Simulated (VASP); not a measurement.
Set up this calculation in VASP 6.6.1, as the native input.

```yaml
Task: single point
Functional: PBE
Potentials_or_basis: VASP PAW PBE potentials, release 64 (Cs_sv, I)
Cutoff: 500 eV
k_mesh: 4 × 4 × 4
Occupations: gaussian, width 0.01 eV
Spin: no spin polarisation
Dipole_correction: no
Further_INCAR_settings: ALGO = Normal; EDIFF = 1e-06; NBANDS = 15
```

The structure of CsI lies in POSCAR:

```
CsI
1.0
    4.6081404187      0.0000000000      0.0000000000
    0.0000000000      4.6081404187      0.0000000000
    0.0000000000      0.0000000000      4.6081404187
Cs I
1 1
Direct
    0.0000000000      0.0000000000      0.0000000000
    0.5000000000      0.5000000000      0.5000000000
```

The input as run:

INCAR

```
PREC = Accurate
ENCUT = 500
EDIFF = 1E-6
ISMEAR = 0
SIGMA = 0.01
LREAL = F
LASPH = T
NELM = 120
ALGO = Normal
ISIF = 2
LWAVE = F
LCHARG = T
GGA = PE
LELF = T
LVHAR = T
NBANDS = 15
GGA_COMPAT = F
```

KPOINTS

```
Automatic mesh
0
Gamma
  4 4 4
```

Potentials or basis: VASP PAW PBE potentials, release 64 (Cs_sv, I).

Run with:

```sh
$ cat potpaw_PBE.64/Cs_sv/POTCAR potpaw_PBE.64/I/POTCAR > POTCAR
$ mpirun -np 1 vasp_std > vasp.out
```

Results of the run:

- Pressure: 0.5 GPa
- Band gap on the k mesh: 3.79 eV (least direct gap 3.88 eV)

Caveat: spin-orbit coupling is left out, which moves the levels of the heavy elements.

It took 23 s on 1 thread of Intel Xeon 8259CL (shared host), peak memory 0.21 GiB.
